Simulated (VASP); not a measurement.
Write the native input for VASP 6.6.1 that does the following.

* Task: single point
* Functional: revPBE
* Potentials or basis: VASP PAW PBE potentials, release 64 (Ba_sv)
* Cutoff: 520 eV
* k mesh: 6 × 6 × 3
* Occupations: gaussian, width 0.05 eV
* Spin: no spin polarisation
* Dipole correction: no
* Further INCAR settings: ALGO = Normal; EDIFF = 1e-06; NBANDS = 17

The structure of Ba lies in POSCAR:

```
Ba
1.0
    3.5917737300     -2.5169042300      0.0000000000
    3.5917737300      2.5169042300      0.0000000000
    0.0000000000      0.0000000000      7.1900451800
Ba
2
Direct
    0.2599040000      0.7447760000      0.7515690000
    0.7501560000      0.2749890000      0.2465430000
```

This cell differs from its parent crystal: atoms moved at random.

The input as run:

INCAR

```
PREC = Accurate
ENCUT = 520
EDIFF = 1E-6
ISMEAR = 0
SIGMA = 0.05
LREAL = F
LASPH = T
NELM = 60
ALGO = Normal
ISIF = 2
LWAVE = F
LCHARG = F
GGA = RE
NBANDS = 17
```

KPOINTS

```
regular mesh
0
Gamma
  6 6 3
```

Potentials or basis: VASP PAW PBE potentials, release 64 (Ba_sv).

Command:

```bash
$ cat potpaw_PBE.64/Ba_sv/POTCAR > POTCAR
$ mpirun -np 1 vasp_std > vasp.out
```

Results of the run:

| Quantity | Value |
| --- | --- |
| Pressure | 0.3 GPa |
| Largest force | 0.085 eV/Å |
| Band gap on the k mesh | zero (bands 10 and 11 overlap by 0.78 eV) |

Caveat: the cell differs from its parent crystal (atoms moved at random); the PAW data sets were made with another functional, which shifts forces and pressure a little; spin-orbit coupling is left out, which moves the levels of the heavy elements.

Wall time 2.7 min on 1 thread of AMD EPYC 7571, on a shared host, peak memory 0.27 GiB.
